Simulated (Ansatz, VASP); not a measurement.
Ta: VASP beside Ansatz

```
CELL_PARAMETERS angstrom
-1.35476 1.35476 1.35476
1.35476 -1.35476 1.35476
1.35476 1.35476 -1.35476
ATOMIC_POSITIONS crystal
Ta 0.00000 0.00000 0.00000
```

Change from the starting cell: volume scaled by 0.55, PAW files.

Alike in both runs: task single point; functional r2SCAN; k mesh 16 × 16 × 16; occupations fermi-dirac, width 0.1 eV; no spin polarisation.

|  | VASP | Ansatz |
| --- | --- | --- |
| version | VASP 6.6.1 | Ansatz 0.2.0 |
| potentials or method | VASP PAW PBE potentials, release 64 (Ta_pv) | PAW with Ansatz's default frozen-core files, scalar-relativistic |
| plane-wave cutoff (eV) | 520 | 500 |
| valence electrons in the cell | 11 | 13 |

```csv
,VASP,Ansatz,Ansatz less VASP
pressure (GPa),371.7,360.5,-11.20
```

VASP's potentials were made for PBE, not for r2SCAN. Both programs put the cell under a high pressure, so it lies far from rest at this level. VASP's potentials hold 11 valence electrons a cell and Ansatz's 13, so a difference there can come from the potentials and not from the codes.

Spin-orbit coupling is off throughout. Noted on VASP's run: the cell as given lies far from equilibrium.
